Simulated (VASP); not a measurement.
Set up this calculation in VASP 6.6.1, as the native input.

* Task: single point
* Functional: PBE
* Potentials or basis: VASP PAW PBE potentials, release 64 (Zn, S)
* Cutoff: 520 eV
* k mesh: 10 × 10 × 10
* Occupations: gaussian, width 0.03 eV
* Spin: no spin polarisation
* Dipole correction: no
* Further INCAR settings: ALGO = Normal; EDIFF = 1e-06; NBANDS = 16

The structure of ZnS lies in POSCAR:

```
ZnS
1.0
    0.0000000000      2.7045000000      2.7045000000
    2.7045000000      0.0000000000      2.7045000000
    2.7045000000      2.7045000000      0.0000000000
Zn S
1 1
Direct
    0.0000000000      0.0000000000      0.0000000000
    0.2500000000      0.2500000000      0.2500000000
```

These files were run (other wordings do the same):

INCAR

```
PREC     = Accurate       # precision mode
ENCUT    = 520            # plane-wave cutoff, eV
EDIFF    = 1E-6           # SCF threshold, eV
ISMEAR   = 0              # smearing method
SIGMA    = 0.03           # smearing width, eV
LREAL    = False          # projectors in reciprocal space
LASPH    = True           # aspherical terms in the spheres
NELM     = 100            # most SCF steps
ALGO     = Normal         # electronic algorithm
ISIF     = 2              # what is computed and relaxed
LWAVE    = False          # write WAVECAR
LCHARG   = False          # write CHGCAR
GGA      = PE             # functional
NBANDS   = 16             # bands
```

KPOINTS

```
Automatic mesh
0
Gamma
  10 10 10
```

Potentials or basis: VASP PAW PBE potentials, release 64 (Zn, S).

Run with:

```sh
$ cat potpaw_PBE.64/Zn/POTCAR potpaw_PBE.64/S/POTCAR > POTCAR
$ mpirun -np 1 vasp_std > vasp.out
```

It gave:

```
Pressure               : 1.5 GPa
Band gap on the k mesh : 2.10 eV, direct
```

Run time: 37 s on 1 thread of Intel Xeon 8259CL, on a shared host, peak memory 0.17 GiB.
